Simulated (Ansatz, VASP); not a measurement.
## Two plane-wave programs on SnF4

Contents of INCAR:

```
SYSTEM = SnF4
PREC     = Accurate       ! precision mode
ENCUT    = 520            ! plane-wave cutoff, eV
EDIFF    = 1E-6           ! SCF threshold, eV
ISMEAR   = 0              ! smearing method
SIGMA    = 0.05           ! smearing width, eV
LREAL    = .False.        ! projectors in reciprocal space
LASPH    = .True.         ! aspherical terms in the spheres
NELM     = 60             ! most SCF steps
ALGO     = Normal         ! electronic algorithm
ISIF     = 2              ! what is computed and relaxed
LWAVE    = .False.        ! write WAVECAR
LCHARG   = .False.        ! write CHGCAR
GGA      = CA             ! functional
NBANDS   = 29             ! bands
```

The input KPOINTS:

```
regular mesh
0
Gamma
  8 8 8
  0 0 0
```

POSCAR

```
SnF4
1.0
   -1.9035000000      2.0250000000      3.9650000000
    1.9035000000     -2.0250000000      3.9650000000
    1.9035000000      2.0250000000     -3.9650000000
Sn F
1 4
Direct
    0.0000000000      0.0000000000      0.0000000000
    0.2370000000      0.2370000000      0.0000000000
    0.7630000000      0.7630000000      0.0000000000
    0.5000000000      0.0000000000      0.5000000000
    0.0000000000      0.5000000000      0.5000000000
```

Input for Ansatz:

```yaml
crystal:
  lattice:
    - [-1.9035, 2.025, 3.965]
    - [1.9035, -2.025, 3.965]
    - [1.9035, 2.025, -3.965]
  atoms:
    - { symbol: Sn, position: [0.0, 0.0, 0.0] }
    - { symbol: F, position: [0.237, 0.237, 0.0] }
    - { symbol: F, position: [0.763, 0.763, 0.0] }
    - { symbol: F, position: [0.5, 0.0, 0.5] }
    - { symbol: F, position: [0.0, 0.5, 0.5] }
basis:
  ecutwfc: 420
kpoints:
  mp_grid: { grid: [8, 8, 8] }
hamiltonian:
  xc: lda
scf:
  occupations: { method: gaussian, width: 0.05 }
output:
  forces: true
  stress: true
  eigenvalues: true
```

Change from the starting cell: strain -0.0600 x Voigt [1, 0, 0, 0, 0, 0], atoms carried along.

Alike in both runs: task single point; functional LDA; k mesh 8 × 8 × 8; occupations gaussian, width 0.05 eV; no spin polarisation.

|  | VASP | Ansatz |
| --- | --- | --- |
| version | VASP 6.6.1 | Ansatz 0.2.0 |
| potentials or method | VASP PAW LDA potentials, release 64 (Sn_d, F), cutoff 520 eV | scalar-relativistic, plane waves, PAW |
| valence electrons in the cell | 42 | 42 |

```tsv
	VASP	Ansatz	Ansatz less VASP
gap on the k mesh at the Fermi level (eV)	3.48	3.49	+0.013
least direct gap on the mesh (eV)	3.73	3.74	+0.009
pressure (GPa)	9.5	8.3	-1.20
traceless stress, the component that is largest in VASP (GPa)	15.92	16.06	+0.148
rms of the force components (eV/Å)	0.188	0.095	-0.0937
```

LDA's correlation is that of Perdew and Zunger in VASP and of Perdew and Wang (1992) in Ansatz. Atom by atom the forces differ by 0.094 eV/Å (rms over components).
